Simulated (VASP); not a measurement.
# Ta4O (P4/mmm) in VASP: notebook

Runs on Ta4O. Level: PBEsol. Tasks: single point.

All numbers are computed with VASP 6.6.1; they aren't measurements. Logs are shortened: lines on timing, memory, paths and dates and some standing lists are left out, and cuts for length are marked.

**1. The cell of the first run**

The structure is tetragonal, space group P4/mmm (No. 123). The conventional cell has a = 3.390 Å, b = 3.390 Å, c = 6.588 Å, α = 90.00°, β = 90.00°, γ = 90.00°. Ta (site symmetry 4/mmm) has 4 O at 2.40 Å and 14 Ta at 3.04 to 3.39 Å within 3.4 Å. Ta (site symmetry 4mm) has 1 O at 1.86 Å within 2.5 Å. Within 3.7 Å of Ta (site symmetry 4/mmm) lie 14 Ta at 2.79 to 3.39 Å. Within 2.5 Å of O (site symmetry 4/mmm) lie 6 Ta at 1.86 to 2.40 Å.

**2. Single point, PBEsol**

INCAR

```
SYSTEM = Ta4O
PREC = Accurate
ENCUT = 520
EDIFF = 1E-7
ISMEAR = 0
SIGMA = 0.15
LREAL = .False.
LASPH = .True.
NELM = 60
ALGO = Fast
ISIF = 2
LWAVE = .False.
LCHARG = .False.
GGA = PS
NBANDS = 33
```

KPOINTS

```
Automatic mesh
0
Gamma
  16 16 8
  0 0 0
```

POSCAR

```
Ta4O
1.0
    3.3896819136      0.0000000000      0.0000000000
    0.0000000000      3.3896819136      0.0000000000
    0.0000000000      0.0000000000      6.5880873286
Ta O
4 1
Direct
    0.0000000000      0.0000000000      0.5000000000
    0.5000000000      0.5000000000      0.7827832025
    0.5000000000      0.5000000000      0.2172167975
    0.0000000000      0.0000000000      0.0000000000
    0.5000000000      0.5000000000      0.5000000000
```

Potentials or basis: VASP PAW PBE potentials, release 64 (Ta_pv, O).

The run is started by

```console
> cat potpaw_PBE.64/Ta_pv/POTCAR potpaw_PBE.64/O/POTCAR > POTCAR
> mpirun -np 1 vasp_std > vasp.out
```

OUTCAR:

```text
SYSTEM = Ta4O
   PREC = Accurate
   ENCUT = 520
   EDIFF = 1E-7
   ISMEAR = 0
   LREAL = .False.
   LASPH = .True.
   NELM = 60
   ISIF = 2
   GGA = PS

 ion  position               nearest neighbor table
   1  0.000  0.000  0.500-   5 2.40   5 2.40   5 2.40   5 2.40   3 3.04   3 3.04   2 3.04   3 3.04
                             2 3.04   2 3.04   3 3.04   2 3.04   4 3.29   4 3.29
   2  0.500  0.500  0.783-   5 1.86   4 2.79   4 2.79   4 2.79   4 2.79   3 2.86   1 3.04   1 3.04
                             1 3.04   1 3.04
   3  0.500  0.500  0.217-   5 1.86   4 2.79   4 2.79   4 2.79   4 2.79   2 2.86   1 3.04   1 3.04
                             1 3.04   1 3.04
   4  0.000  0.000  0.000-   2 2.79   3 2.79   2 2.79   3 2.79   2 2.79   3 2.79   2 2.79   3 2.79
                             1 3.29   1 3.29
   5  0.500  0.500  0.500-   2 1.86   3 1.86   1 2.40   1 2.40   1 2.40   1 2.40

  LATTYP: Found a simple tetragonal cell.
 ALAT       =     3.3896819136
 C/A-ratio  =     1.9435709593

  Lattice vectors:

 A1 = (   3.3896819136,   0.0000000000,   0.0000000000)
 A2 = (   0.0000000000,   3.3896819136,   0.0000000000)
 A3 = (   0.0000000000,   0.0000000000,   6.5880873286)

Analysis of symmetry for initial positions (statically):
=====================================================================
 Subroutine PRICEL returns:
 Original cell was already a primitive cell.

 Routine SETGRP: Setting up the symmetry group for a
 simple tetragonal supercell.

 Subroutine GETGRP returns: Found 16 space group operations
 (whereof 16 operations were pure point group operations)
 out of a pool of 16 trial point group operations.

The static configuration has the point symmetry D_4h.

Analysis of symmetry for dynamics (positions and initial velocities):
=====================================================================
 Subroutine PRICEL returns:
 Original cell was already a primitive cell.

 Routine SETGRP: Setting up the symmetry group for a
 simple tetragonal supercell.

 Subroutine GETGRP returns: Found 16 space group operations
 (whereof 16 operations were pure point group operations)
 out of a pool of 16 trial point group operations.

The dynamic configuration has the point symmetry D_4h.

 Subroutine INISYM returns: Found 16 space group operations
 (whereof 16 operations are pure point group operations),
 and found     1 'primitive' translations

----------------------------------------------------------------------------------------

                                     Primitive cell

  volume of cell :      75.6968

[... 93 lines left out ...]
   NELM   =     60;   NELMIN=  2; NELMDL= -5     # of ELM steps
   EDIFF  = 0.1E-06   stopping-criterion for ELM
   LREAL  =      F    real-space projection
   EDIFFG = 0.1E-05   stopping-criterion for IOM
   NSW    =      0    number of steps for IOM
   IBRION =     -1    ionic relax: 0-MD 1-quasi-New 2-CG
   NFREE  =      0    steps in history (QN), initial steepest desc. (CG)
   ISIF   =      2    stress and relaxation
   ISYM   =      2    0-nonsym 1-usesym 2-fastsym
   POTIM  = 0.5000    time-step for ionic-motion
   TEBEG  =    0.0;   TEEND  =   0.0 temperature during run
   PSTRESS=    0.0 pullay stress
   NELECT =      50.0000    total number of electrons
   NUPDOWN=      -1.0000    fix difference up-down
   EMIN   =  10.00;   EMAX   =-10.00  energy-range for DOS
   EFERMI =   0.00;   METHOD = LEGACY
   ISMEAR =     0;   SIGMA  =   0.15  broadening in eV -4-tet -1-fermi 0-gaus
   EFERMI_NEDOS =   21; number of points for ismear=-14 and -15
   IALGO  =     68    algorithm
   IMIX   =      4    mixing-type and parameters
     AMIX     =   0.40;   BMIX     =  1.00
     AMIX_MAG =   1.60;   BMIX_MAG =  1.00
  volume/ion in A,a.u.               =      15.14       102.17
  Fermi-wavevector in a.u.,A,eV,Ry     =   1.425736  2.694250 27.656874  2.032723
  Thomas-Fermi vector in A             =   2.546088
   LORBIT       =      0    0 simple, 1 ext, 2 COOP (PROOUT), +10 PAW based schemes
   GGA     = PS    functional components
   LHFCALC =     F    Hartree Fock is set to
   AEXX    =    0.0000 exact exchange contribution
   IVDW    =     0    specifies the selected vdW correction
   LEPSILON=     F    determine dielectric tensor
   LRPA    =     F    only Hartree local field effects (RPA)
 non-spin polarized calculation
 RMM-DIIS sequential band-by-band and
 Gauss-broadening in eV      SIGMA  =   0.15
  energy-cutoff  :      520.00
  volume of cell :       75.70
 maximum number of plane-waves:      2060
 NGX is ok and might be reduce to    28

 number of electron      50.0000001 magnetization

 Free energy of the ion-electron system (eV)
  ---------------------------------------------------
  ext. energy  EPLUGINS =         0.00000000
  ---------------------------------------------------
  free energy    TOTEN  =       -57.33697050 eV

  energy without entropy =      -57.30190921  energy(sigma->0) =      -57.31943985

 E-fermi :   6.5057     XC(G=0): -12.9140

 val. band max:        6.4962579983   @ k =   0.1875   0.0000   0.0000
 cond. band min:       6.5068099868   @ k =   0.5000   0.1250   0.0000
 fundamental gap:      0.0105519885
 Fermi energy:         6.5056891468

 k-point     1 :       0.0000    0.0000    0.0000
  band No.  band energies     occupation
      1     -28.8840      2.00000
      2     -28.8840      2.00000
      3     -28.4375      2.00000
      4     -28.4048      2.00000
      5     -27.8398      2.00000
      6     -27.6745      2.00000
[... 853 lines left out ...]
     32      10.0544      0.00000
     33      10.1568      0.00000

 [... further k-points ...]
[... 5 lines left out ...]
  --------------------------------------------------------------------------------------
  -------------------------------------------------------------------------------------
  Total       -1.4125044     -1.4125044     22.4838222      0.0000000     -0.0000000      0.0000000
  in kB      -29.8966940    -29.8966940    475.8866090      0.0000000     -0.0000000      0.0000000
  external PRESSURE =     138.6977403 kB  Pullay stress =       0.0000000 kB

 VOLUME and BASIS-vectors are now :
 -----------------------------------------------------------------------------
  energy-cutoff  :      520.00
  volume of cell :       75.70
      direct lattice vectors                 reciprocal lattice vectors
     3.389681914  0.000000000  0.000000000     0.295012932  0.000000000  0.000000000
     0.000000000  3.389681914  0.000000000     0.000000000  0.295012932  0.000000000
     0.000000000  0.000000000  6.588087329     0.000000000  0.000000000  0.151789123

 POSITION                                       TOTAL-FORCE (eV/Angst)
 -----------------------------------------------------------------------------------
      0.00000      0.00000      3.29404         0.000000     -0.000000      0.000000
      1.69484      1.69484      5.15704         0.000000      0.000000      3.051327
      1.69484      1.69484      1.43104         0.000000      0.000000     -3.051327
      0.00000      0.00000      0.00000         0.000000     -0.000000      0.000000
      1.69484      1.69484      3.29404         0.000000     -0.000000      0.000000
 -----------------------------------------------------------------------------------
    total drift:                                0.000000      0.000000      0.000000

  FREE ENERGIE OF THE ION-ELECTRON SYSTEM (eV)
  ---------------------------------------------------
  free  energy   TOTEN  =       -57.3369704984 eV

  energy  without entropy=      -57.3019092079  energy(sigma->0) =      -57.31943985
```

Wall time 19 min (1 thread of Oxide Virtual Turin-like, shared host); peak memory 0.48 GiB.

What came out:

```
Free energy            : -57.3370 eV
Pressure               : 13.9 GPa
Largest force          : 3.051 eV/Å
Band gap on the k mesh : zero (bands 25 and 26 overlap by 0.98 eV)
```

Forces on the atoms (eV/Å):
```
Ta   0.000  0.000  0.000
Ta   0.000  0.000  3.051
Ta   0.000  0.000 -3.051
Ta   0.000  0.000  0.000
O    0.000  0.000  0.000
```

Caveat: the stress differs along the axes, from -3 to 48 GPa; the PAW data sets were made with another functional, which shifts forces and pressure a little; spin-orbit coupling is left out, which moves the levels of the heavy elements.

**3. Single point, PBEsol**

This run uses another cell than the first one, of the same volume but with other edges.

INCAR

```
ALGO = Fast
EDIFF = 1E-7
ENCUT = 520
GGA = PS
ISIF = 2
ISMEAR = 0
LASPH = True
LCHARG = True
LELF = True
LREAL = False
LVHAR = True
LWAVE = False
NBANDS = 33
NELM = 100
PREC = Accurate
SIGMA = 0.15
```

KPOINTS

```
k-points
0
Gamma
  16 16 8
```

POSCAR: that of step 2 with these lines changed.

```diff
@@ -2,5 +2,5 @@
 1.0
-    3.3896819136      0.0000000000      0.0000000000
-    0.0000000000      3.3896819136      0.0000000000
-    0.0000000000      0.0000000000      6.5880873286
+    3.0216083548      0.0000000000      0.0000000000
+    0.0000000000      3.0216083548      0.0000000000
+    0.0000000000      0.0000000000      8.2908850571
 Ta O
```

Potentials or basis: VASP PAW PBE potentials, release 64 (Ta_pv, O).

The run is started by

```console
> cat potpaw_PBE.64/Ta_pv/POTCAR potpaw_PBE.64/O/POTCAR > POTCAR
> mpirun -np 1 vasp_std > vasp.out
```

Wall time 18 min (1 thread of Oxide Virtual Turin-like, shared host); peak memory 0.47 GiB.

Results (log left out):

```yaml
Free_energy: -57.8539 eV
Pressure: 3.7 GPa
Largest_force: 1.215 eV/Å
Band_gap_on_the_k_mesh: zero (bands 25 and 26 overlap by 0.71 eV)
```

Forces on the atoms (eV/Å):
```
Ta   0.000  0.000  0.000
Ta   0.000  0.000 -1.215
Ta   0.000  0.000  1.215
Ta   0.000  0.000  0.000
O    0.000  0.000  0.000
```

Stress tensor (GPa, compression positive):
```
 9.73  0.00  0.00
 0.00  9.73  0.00
 0.00  0.00 -8.32
```

Levels at points of the mesh, in eV from the Fermi level:
| k point | band 21 | band 22 | band 23 | band 24 | band 25 | band 26 | band 27 | band 28 | band 29 | band 30 |
| --- | --- | --- | --- | --- | --- | --- | --- | --- | --- | --- |
| (0.00, 0.00, 0.00) | -3.38 | -2.07 | -1.20 | -0.27 | -0.27 | 0.79 | 1.43 | 1.43 | 1.59 | 2.09 |
| (0.50, 0.00, 0.00) | -1.76 | -0.88 | -0.63 | -0.39 | 0.04 | 0.17 | 0.87 | 1.37 | 1.87 | 1.97 |
| (0.50, 0.50, 0.00) | -2.79 | -1.88 | -1.88 | -0.94 | -0.94 | 1.35 | 3.35 | 3.43 | 3.43 | 4.34 |
| (0.00, 0.00, 0.50) | -3.81 | -1.64 | -0.20 | 0.10 | 0.10 | 0.43 | 0.43 | 0.53 | 1.59 | 1.59 |
| (0.50, 0.00, 0.50) | -1.51 | -0.78 | -0.47 | -0.38 | 0.30 | 0.41 | 0.47 | 1.12 | 1.38 | 1.84 |
| (0.50, 0.50, 0.50) | -3.54 | -2.86 | -2.86 | 0.38 | 0.38 | 2.01 | 2.01 | 2.41 | 2.73 | 3.57 |

Caveat: the stress differs along the axes, from -8 to 10 GPa; the PAW data sets were made with another functional, which shifts forces and pressure a little; spin-orbit coupling is left out, which moves the levels of the heavy elements.
